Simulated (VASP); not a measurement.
A run of VASP 6.6.1 is set up as follows.

Contents of INCAR:

```
SYSTEM = H2C5
  PREC = Accurate
  ENCUT = 520
  EDIFF = 1E-6
  ISMEAR = -1
  SIGMA = 0.05
  LREAL = Auto
  LASPH = .TRUE.
  NELM = 60
  ALGO = Normal
  ISIF = 2
  LWAVE = .FALSE.
  LCHARG = .TRUE.
  GGA = PE
  LELF = .TRUE.
  LVHAR = .TRUE.
  NBANDS = 64
```

The input KPOINTS:

```
regular mesh
0
G
  2 2 1
  0 0 0
```

The input POSCAR:

```
H2C5
1.0
    5.0487420000      0.0000000000      0.0000000000
    0.0000000000      5.0487420000      0.0000000000
    0.0000000000      0.0000000000     16.1647000000
H C
8 20
Direct
    0.4277868000      0.0000000000      0.0618632000
    0.0722132000      0.0000000000      0.0618632000
    0.9277868000      0.0000000000      0.0618632000
    0.5722132000      0.0000000000      0.0618632000
    0.4277868000      0.5000000000      0.0618632000
    0.0722132000      0.5000000000      0.0618632000
    0.9277868000      0.5000000000      0.0618632000
    0.5722132000      0.5000000000      0.0618632000
    0.2500000000      0.0000000000      0.1011278000
    0.7500000000      0.0000000000      0.1011278000
    0.2500000000      0.5000000000      0.1011278000
    0.7500000000      0.5000000000      0.1011278000
    0.2500000000      0.2500000000      0.1563407000
    0.7500000000      0.2500000000      0.1563407000
    0.2500000000      0.7500000000      0.1563407000
    0.7500000000      0.7500000000      0.1563407000
    0.0000000000      0.2498723314      0.2061078574
    0.5000000000      0.2498723314      0.2061078574
    0.0000000000      0.7500534639      0.2178470126
    0.5000000000      0.7500534639      0.2178470126
    0.0000000000      0.0169738231      0.2698520979
    0.5000000000      0.0169738231      0.2698520979
    0.0000000000      0.4832554020      0.2698425771
    0.5000000000      0.4832554020      0.2698425771
    0.2500000000      0.1128544986      0.3120489197
    0.7500000000      0.1128544986      0.3120489197
    0.2500000000      0.3870122178      0.3119577710
    0.7500000000      0.3870122178      0.3119577710
```

Potentials or basis: VASP PAW PBE potentials, release 64 (H, C).

The run is started by

```bash
$ cat potpaw_PBE.64/H/POTCAR potpaw_PBE.64/C/POTCAR > POTCAR
$ mpirun -np 1 vasp_std > vasp.out
```

Estimate the largest force.

8.938 eV/Å.

Predict the band gap on the k mesh.

0.84 eV.

Forces in eV/Å, atoms in the order of the input:
```
H   -8.937 -0.059  0.061
H    8.937 -0.059  0.061
H   -8.937 -0.059  0.061
H    8.937 -0.059  0.061
H   -8.938  0.059  0.062
H    8.938  0.059  0.062
H   -8.938  0.059  0.062
H    8.938  0.059  0.062
C    0.000 -0.187  0.999
C    0.000 -0.187  0.999
C    0.000  0.186  1.004
C    0.000  0.186  1.004
C    0.000 -0.007 -3.524
C    0.000 -0.007 -3.524
C    0.000  0.004  1.240
C    0.000  0.004  1.240
C    0.000  0.026 -0.009
C    0.000  0.026 -0.009
C    0.000 -0.003 -0.008
C    0.000 -0.003 -0.008
C    0.000 -0.050 -0.002
C    0.000 -0.050 -0.002
C    0.000  0.009 -0.003
C    0.000  0.009 -0.003
C    0.000 -0.047  0.022
C    0.000 -0.047  0.022
C    0.000  0.069  0.035
C    0.000  0.069  0.035
```

Caveat: the k points lie up to 0.62 Å⁻¹ apart.
